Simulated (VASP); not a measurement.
The system is NaHf3NbBi3.

```
Na Hf Nb Bi
1.0
     6.10993    0.00000    0.00000
    -3.05497    5.29136    0.00000
     0.00000    0.00000    6.75615
Na Hf Nb Bi
1 3 1 3
Direct
  0.33333 0.66667 0.00000
  0.54436 0.45564 0.50000
  0.54436 0.08871 0.50000
  0.91129 0.45564 0.50000
  0.33333 0.66667 0.50000
  0.66667 0.33333 0.17962
  0.66667 0.33333 0.82038
  0.00000 0.00000 0.00000
```

The cell was built from a structure type or drawn by symmetry, and may not be a known phase.

```yaml
Program: VASP 6.6.1
Task: relaxation of cell and atoms
Functional: PBE
Potentials_or_basis: VASP PAW PBE potentials, release 64 (Na_pv, Hf_pv, Nb_sv, Bi_d)
Cutoff: 500 eV
k_mesh: 3 × 3 × 3
Occupations: gaussian, width 0.2 eV
Spin: no spin polarisation
```

At the start: pressure 36.2 GPa; volume 27.30 Å³/atom.

Question: How do energy, volume and symmetry change on relaxing?

Answer: Over 12 steps the energy falls by 1342.5 meV/atom and the volume is 41.95 Å³/atom (+53.7 %); space group P-6m2 (No. 187, to 0.1 Å) before and after.

The path:
```csv
step,energy change (eV),largest force (eV/Å),pressure (GPa),volume (Å³)
1,0.0000,11.6337,36.22,218.43
2,-3.5787,6.6641,-0.03,475.78
3,-5.6096,6.1147,-0.24,423.64
4,-7.1361,5.6651,0.07,384.57
5,-9.2083,3.9773,5.66,293.85
6,-9.1809,4.0604,4.15,306.34
7,-9.2095,3.9248,4.71,301.33
8,-10.5416,0.5983,-1.93,366.40
9,-10.6189,0.9551,-1.13,348.65
10,-10.7364,0.2213,0.05,335.21
11,-10.7371,0.1517,0.16,334.17
12,-10.7402,0.0755,0.08,335.62
```

Final structure:
```
CELL_PARAMETERS angstrom
7.00009 0.00000 0.00000
-3.50004 6.06225 0.00000
0.00000 0.00000 7.90874
ATOMIC_POSITIONS crystal
Na 0.33333 0.66667 0.00000
Hf 0.52834 0.47166 0.50000
Hf 0.52834 0.05668 0.50000
Hf 0.94332 0.47166 0.50000
Nb 0.33333 0.66667 0.50000
Bi 0.66667 0.33333 0.19021
Bi 0.66667 0.33333 0.80979
Bi 0.00000 0.00000 0.00000
```

Caveat: the k points lie up to 0.35 Å⁻¹ apart in the final cell, too coarse for converged energies and pressures of a metal; the volume moved by over 15 % at a fixed basis, so the end points are rough; the relaxation stopped at a loose force limit of 0.08 eV/Å, so its end isn't a converged minimum.
